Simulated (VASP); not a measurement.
# Si (Fd-3m) in VASP: electric field gradients with LDA

Aim: the electric field gradients of Si with LDA.

Program: VASP 6.6.1. These are calculated values, not measurements. Logs are shortened: lines on timing, memory, paths and dates and some standing lists are left out, and cuts for length are marked.

### 1 The cell of the first run

Symmetry: Fd-3m, No. 227, cubic system. Conventional cell: a = 5.431 Å, b = 5.431 Å, c = 5.431 Å, α = 90.00°, β = 90.00°, γ = 90.00°. Si (site symmetry -43m) has 4 Si at 2.35 Å within 3.1 Å.

### 2 Electric field gradients, LDA

Input file INCAR:

```
SYSTEM = Si
PREC = Accurate ; ENCUT = 520
EDIFF = 1E-8 ; ISMEAR = 0
SIGMA = 0.01 ; LREAL = .False.
LASPH = .True. ; NELM = 100
ALGO = Normal ; ISIF = 2
LWAVE = .False. ; LCHARG = .False.
GGA = CA ; LEFG = .True.
NBANDS = 11
```

Input file KPOINTS:

```
Automatic mesh
0
Gamma
  12 12 12
  0 0 0
```

Input file POSCAR:

```
Si
1.0
    0.0000000000      2.7155000000      2.7155000000
    2.7155000000      0.0000000000      2.7155000000
    2.7155000000      2.7155000000      0.0000000000
Si
2
Direct
    0.0000000000      0.0000000000      0.0000000000
    0.2500000000      0.2500000000      0.2500000000
```

Potentials or basis: VASP PAW LDA potentials, release 64 (Si).

Launch:

```sh
$ cat potpaw_LDA.64/Si/POTCAR > POTCAR
$ mpirun -np 1 vasp_std > vasp.out
```

OUTCAR:

```text
SYSTEM = Si
   PREC = Accurate
   ENCUT = 520
   EDIFF = 1E-8
   ISMEAR = 0
   LREAL = .False.
   LASPH = .True.
   NELM = 100
   ISIF = 2
   GGA = CA

 ion  position               nearest neighbor table
   1  0.000  0.000  0.000-   2 2.35   2 2.35   2 2.35   2 2.35
   2  0.250  0.250  0.250-   1 2.35   1 2.35   1 2.35   1 2.35

  LATTYP: Found a face centered cubic cell.
 ALAT       =     5.4310000000

  Lattice vectors:

 A1 = (   0.0000000000,   2.7155000000,   2.7155000000)
 A2 = (   2.7155000000,   0.0000000000,   2.7155000000)
 A3 = (   2.7155000000,   2.7155000000,   0.0000000000)

Analysis of symmetry for initial positions (statically):
=====================================================================
 Subroutine PRICEL returns:
 Original cell was already a primitive cell.

 Routine SETGRP: Setting up the symmetry group for a
 face centered cubic supercell.

 Subroutine GETGRP returns: Found 48 space group operations
 (whereof 24 operations were pure point group operations)
 out of a pool of 48 trial point group operations.

The static configuration has the point symmetry T_d .
 The point group associated with its full space group is O_h .

Analysis of symmetry for dynamics (positions and initial velocities):
=====================================================================
 Subroutine PRICEL returns:
 Original cell was already a primitive cell.

 Routine SETGRP: Setting up the symmetry group for a
 face centered cubic supercell.

 Subroutine GETGRP returns: Found 48 space group operations
 (whereof 24 operations were pure point group operations)
 out of a pool of 48 trial point group operations.

The dynamic configuration has the point symmetry T_d .
 The point group associated with its full space group is O_h .

 Subroutine INISYM returns: Found 48 space group operations
 (whereof 24 operations are pure point group operations),
 and found     1 'primitive' translations

----------------------------------------------------------------------------------------

                                     Primitive cell

  volume of cell :      40.0479

  direct lattice vectors                    reciprocal lattice vectors
     0.000000000  2.715500000  2.715500000    -0.184128153  0.184128153  0.184128153
     2.715500000  0.000000000  2.715500000     0.184128153 -0.184128153  0.184128153
     2.715500000  2.715500000  0.000000000     0.184128153  0.184128153 -0.184128153

  length of vectors
     3.840296929  3.840296929  3.840296929     0.318919316  0.318919316  0.318919316

  position of ions in fractional coordinates (direct lattice)
     0.000000000  0.000000000  0.000000000
     0.250000000  0.250000000  0.250000000

  ion indices of the primitive-cell ions
   primitive index   ion index
                 1           1
                 2           2

----------------------------------------------------------------------------------------

 KPOINTS: Automatic mesh

Automatic generation of k-mesh.
 Grid dimensions read from file:
 generate k-points for:   12   12   12

 Generating k-lattice:

  Cartesian coordinates                     Fractional coordinates (reciprocal lattice)
    -0.015344013  0.015344013  0.015344013     0.083333333  0.000000000  0.000000000
     0.015344013 -0.015344013  0.015344013     0.000000000  0.083333333  0.000000000
     0.015344013  0.015344013 -0.015344013     0.000000000  0.000000000  0.083333333

  Length of vectors
     0.026576610  0.026576610  0.026576610

  Shift w.r.t. Gamma in fractional coordinates (k-lattice)
     0.000000000  0.000000000  0.000000000

 Subroutine IBZKPT returns following result:
 ===========================================

 Found     72 irreducible k-points:

 Following reciprocal coordinates:
            Coordinates               Weight
  0.000000  0.000000  0.000000      1.000000
  0.083333  0.000000  0.000000      8.000000
  0.166667  0.000000  0.000000      8.000000
  0.250000  0.000000  0.000000      8.000000
  0.333333  0.000000  0.000000      8.000000
  0.416667  0.000000  0.000000      8.000000
[... 16 lines left out ...]
  0.500000  0.166667  0.000000     24.000000
 -0.416667  0.166667  0.000000     24.000000
 [... further k-points ...]
   k-points           NKPTS =     72   k-points in BZ     NKDIM =     72   number of bands    NBANDS=     11
   number of dos      NEDOS =    301   number of ions     NIONS =      2
   total plane-waves  NPLWV =  27000
   dimension x,y,z NGX =    30 NGY =   30 NGZ =   30
   dimension x,y,z NGXF=    60 NGYF=   60 NGZF=   60
   ions per type =               2
   NGX,Y,Z   is equivalent  to a cutoff of  12.99, 12.99, 12.99 a.u.
   NGXF,Y,Z  is equivalent  to a cutoff of  25.97, 25.97, 25.97 a.u.
 SYSTEM =  Si
   PREC   = accura    normal or accurate (medium, high low for compatibility)
   ISTART =      0    job   : 0-new  1-cont  2-samecut
   ICHARG =      2    charge: 1-file 2-atom 10-const
   ISPIN  =      1    spin polarized calculation?
   LNONCOLLINEAR =      F non collinear calculations
   LSORBIT =      F    spin-orbit coupling
   LASPH  =      T    aspherical Exc in radial PAW
   ENCUT  =  520.0 eV  38.22 Ry    6.18 a.u.   7.14  7.14  7.14*2*pi/ulx,y,z
   NELM   =    100;   NELMIN=  2; NELMDL= -5     # of ELM steps
   EDIFF  = 0.1E-07   stopping-criterion for ELM
   LREAL  =      F    real-space projection
   EDIFFG = 0.1E-06   stopping-criterion for IOM
   NSW    =      0    number of steps for IOM
   IBRION =     -1    ionic relax: 0-MD 1-quasi-New 2-CG
   NFREE  =      0    steps in history (QN), initial steepest desc. (CG)
   ISIF   =      2    stress and relaxation
   ISYM   =      2    0-nonsym 1-usesym 2-fastsym
   POTIM  = 0.5000    time-step for ionic-motion
   TEBEG  =    0.0;   TEEND  =   0.0 temperature during run
   PSTRESS=    0.0 pullay stress
   NELECT =       8.0000    total number of electrons
   NUPDOWN=      -1.0000    fix difference up-down
   EMIN   =  10.00;   EMAX   =-10.00  energy-range for DOS
   EFERMI =   0.00;   METHOD = LEGACY
   ISMEAR =     0;   SIGMA  =   0.01  broadening in eV -4-tet -1-fermi 0-gaus
   EFERMI_NEDOS =   21; number of points for ismear=-14 and -15
   IALGO  =     38    algorithm
   IMIX   =      4    mixing-type and parameters
     AMIX     =   0.40;   BMIX     =  1.00
     AMIX_MAG =   1.60;   BMIX_MAG =  1.00
  volume/ion in A,a.u.               =      20.02       135.13
  Fermi-wavevector in a.u.,A,eV,Ry     =   0.956999  1.808467 12.460868  0.915848
  Thomas-Fermi vector in A             =   2.085978
   LORBIT       =      0    0 simple, 1 ext, 2 COOP (PROOUT), +10 PAW based schemes
   GGA     = CA    functional components
   LHFCALC =     F    Hartree Fock is set to
   AEXX    =    0.0000 exact exchange contribution
   IVDW    =     0    specifies the selected vdW correction
   LEPSILON=     F    determine dielectric tensor
   LRPA    =     F    only Hartree local field effects (RPA)
 non-spin polarized calculation
 Gauss-broadening in eV      SIGMA  =   0.01
  energy-cutoff  :      520.00
  volume of cell :       40.05
 maximum number of plane-waves:      1090
 NGX is ok and might be reduce to    30
   NGX = 15   NGY = 15   NGZ = 15

 number of electron       8.0000000 magnetization

 Free energy of the ion-electron system (eV)
  ---------------------------------------------------
  ext. energy  EPLUGINS =         0.00000000
  ---------------------------------------------------
  free energy    TOTEN  =       -11.91694024 eV

  energy without entropy =      -11.91694024  energy(sigma->0) =      -11.91694024

 E-fermi :   5.8481     XC(G=0):  -9.6051

 val. band max:        5.7678404037   @ k =   0.0000   0.0000   0.0000
 cond. band min:       6.2374314148   @ k =   0.4167   0.4167   0.0000
 fundamental gap:      0.4695910111
 Fermi energy:         5.8481179491

 k-point     1 :       0.0000    0.0000    0.0000
  band No.  band energies     occupation
      1      -6.1882      2.00000
      2       5.7678      2.00000
      3       5.7678      2.00000
      4       5.7678      2.00000
      5       8.2920      0.00000
      6       8.2920      0.00000
      7       8.2920      0.00000
      8       8.9750      0.00000
      9      13.4447      0.00000
     10      13.4955      0.00000
     11      13.4955      0.00000

 k-point     2 :       0.0833    0.0000    0.0000
  band No.  band energies     occupation
      1      -6.0972      2.00000
      2       4.8990      2.00000
      3       5.6237      2.00000
      4       5.6237      2.00000
      5       8.3105      0.00000
      6       8.5034      0.00000
      7       8.5034      0.00000
      8       9.6604      0.00000
      9      13.2126      0.00000
     10      13.2126      0.00000
     11      13.8394      0.00000

 k-point     3 :       0.1667    0.0000    0.0000
  band No.  band energies     occupation
      1      -5.8269      2.00000
      2       3.3723      2.00000
      3       5.3172      2.00000
      4       5.3172      2.00000
      5       8.0288      0.00000
      6       8.9380      0.00000
      7       8.9380      0.00000
      8      11.0848      0.00000
      9      12.8303      0.00000
     10      12.8303      0.00000
     11      14.6090      0.00000

 k-point     4 :       0.2500    0.0000    0.0000
  band No.  band energies     occupation
      1      -5.3881      2.00000
      2       1.8256      2.00000
      3       5.0090      2.00000
      4       5.0090      2.00000
      5       7.6954      0.00000
      6       9.2305      0.00000
      7       9.2305      0.00000
      8      12.5312      0.00000
      9      12.9304      0.00000
     10      12.9304      0.00000
     11      14.5406      0.00000
[... 239 lines left out ...]
 k-point    22 :       0.4167    0.1667    0.0000
  band No.  band energies     occupation
      1      -4.2793      2.00000
      2       0.0859      2.00000
      3       3.3192      2.00000
      4       3.9379      2.00000
      5       7.6920      0.00000
      6       9.9472      0.00000
      7      10.6136      0.00000
      8      10.7309      0.00000
      9      15.4965      0.00000
     10      15.9216      0.00000
     11      16.4441      0.00000

 k-point    23 :       0.5000    0.1667    0.0000
  band No.  band energies     occupation
      1      -3.6930      2.00000
      2      -0.8511      2.00000
      3       2.9736      2.00000
      4       3.9926      2.00000
      5       7.7212      0.00000
      6       9.7988      0.00000
      7      10.3409      0.00000
      8      12.0969      0.00000
      9      15.0276      0.00000
     10      16.1939      0.00000
     11      17.3909      0.00000

 k-point    24 :      -0.4167    0.1667    0.0000
  band No.  band energies     occupation
      1      -3.5775      2.00000
      2      -1.0120      2.00000
      3       2.7589      2.00000
      4       4.1773      2.00000
      5       7.8668      0.00000
      6       9.7481      0.00000
      7      10.1145      0.00000
      8      13.6363      0.00000
      9      14.1846      0.00000
     10      14.5025      0.00000
     11      16.7820      0.00000

 [... further k-points ...]

------------------------ aborting loop because EDIFF is reached ----------------------------------------

  FORCE on cell =-STRESS in cart. coord.  units (eV):
  Direction    XX          YY          ZZ          XY          YZ          ZX
  --------------------------------------------------------------------------------------
  -------------------------------------------------------------------------------------
  Total       -0.3647700     -0.3647700     -0.3647700     -0.0000000      0.0000000     -0.0000000
  in kB      -14.5931927    -14.5931927    -14.5931927     -0.0000000      0.0000000     -0.0000000
  external PRESSURE =     -14.5931927 kB  Pullay stress =       0.0000000 kB

 VOLUME and BASIS-vectors are now :
 -----------------------------------------------------------------------------
  energy-cutoff  :      520.00
  volume of cell :       40.05
      direct lattice vectors                 reciprocal lattice vectors
     0.000000000  2.715500000  2.715500000    -0.184128153  0.184128153  0.184128153
     2.715500000  0.000000000  2.715500000     0.184128153 -0.184128153  0.184128153
     2.715500000  2.715500000  0.000000000     0.184128153  0.184128153 -0.184128153

 POSITION                                       TOTAL-FORCE (eV/Angst)
 -----------------------------------------------------------------------------------
      0.00000      0.00000      0.00000         0.000000      0.000000      0.000000
      1.35775      1.35775      1.35775        -0.000000     -0.000000     -0.000000
 -----------------------------------------------------------------------------------
    total drift:                               -0.000000     -0.000000     -0.000000

  FREE ENERGIE OF THE ION-ELECTRON SYSTEM (eV)
  ---------------------------------------------------
  free  energy   TOTEN  =       -11.9169402427 eV

  energy  without entropy=      -11.9169402427  energy(sigma->0) =      -11.91694024

 Electric field gradients (V/A^2)
---------------------------------------------------------------------
 ion       V_xx      V_yy      V_zz      V_xy      V_xz      V_yz
---------------------------------------------------------------------
   1       0.000    -0.000     0.000     0.000     0.000     0.000
   2      -0.000     0.000     0.000     0.000     0.000     0.000
---------------------------------------------------------------------

 Electric field gradients after diagonalization (V/A^2)
 (convention: |V_zz| > |V_xx| > |V_yy|)
----------------------------------------------------------------------
 ion       V_xx      V_yy      V_zz     asymmetry (V_yy - V_xx)/ V_zz
----------------------------------------------------------------------
   1      -0.000    -0.000     0.000       0.000
   2      -0.000    -0.000     0.000       0.000
----------------------------------------------------------------------

           NMR quadrupolar parameters

 Cq : quadrupolar parameter    Cq=e*Q*V_zz/h
 eta: asymmetry parameters     (V_yy - V_xx)/ V_zz
 Q  : nuclear electric quadrupole moment in mb (millibarn)
----------------------------------------------------------------------
 ion       Cq(MHz)       eta       Q (mb)
----------------------------------------------------------------------
   1       0.000       0.000       1.000
   2       0.000       0.000       1.000
----------------------------------------------------------------------
```

It took 41 s on 1 thread of Intel Xeon 8259CL, shared host; peak memory 0.15 GiB.

Results:

```
Free energy                             : -11.9169 eV
Pressure                                : -1.5 GPa
Band gap on the k mesh                  : 0.47 eV (least direct gap 2.52 eV)
Largest electric field gradient by atom : zero within the noise of the run
```

A k mesh can miss the band edges.
